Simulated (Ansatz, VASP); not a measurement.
# CdS: VASP beside Ansatz

```
Cd S
1.0
     4.20461    0.00000    0.00000
    -2.10231    3.64130    0.00000
     0.00000    0.00000    6.82565
Cd S
2 2
Direct
  0.66667 0.33333 0.50000
  0.33333 0.66667 0.00000
  0.66667 0.33333 0.87500
  0.33333 0.66667 0.37500
```

Alike in both runs: task single point; functional BLYP; k mesh 7 × 7 × 4; occupations fermi-dirac, width 0.05 eV; no spin polarisation.

|  | VASP | Ansatz |
| --- | --- | --- |
| version | VASP 6.6.1 | Ansatz 0.2.0 |
| potentials or method | VASP PAW PBE potentials, release 64 (Cd, S) | Ansatz PAW |
| plane-wave cutoff (eV) | 520 | 420 |
| valence electrons in the cell | 36 | 52 |

```csv
,VASP,Ansatz,Ansatz less VASP
gap on the k mesh at the Fermi level (eV),1.06,1.04,-0.024
least direct gap on the mesh (eV),1.06,1.04,-0.024
pressure (GPa),3.1,2.8,-0.33
"traceless stress, the component that is largest in VASP (GPa)",0.46,0.45,-0.014
rms of the force components (eV/Å),0.035,0.034,-0.0010
```

VASP's potentials were made for PBE, not for BLYP. Atom by atom the forces differ by 0.001 eV/Å (rms over components). With one functional, cell and mesh, what is left measures potentials, basis and numerics. VASP's potentials hold 36 valence electrons a cell and Ansatz's 52, so a difference there can come from the potentials and not from the codes.

Noted on Ansatz's run: odd divisions of the mesh miss points on the zone boundary, where band edges often lie, so the gap on the mesh can be too wide.
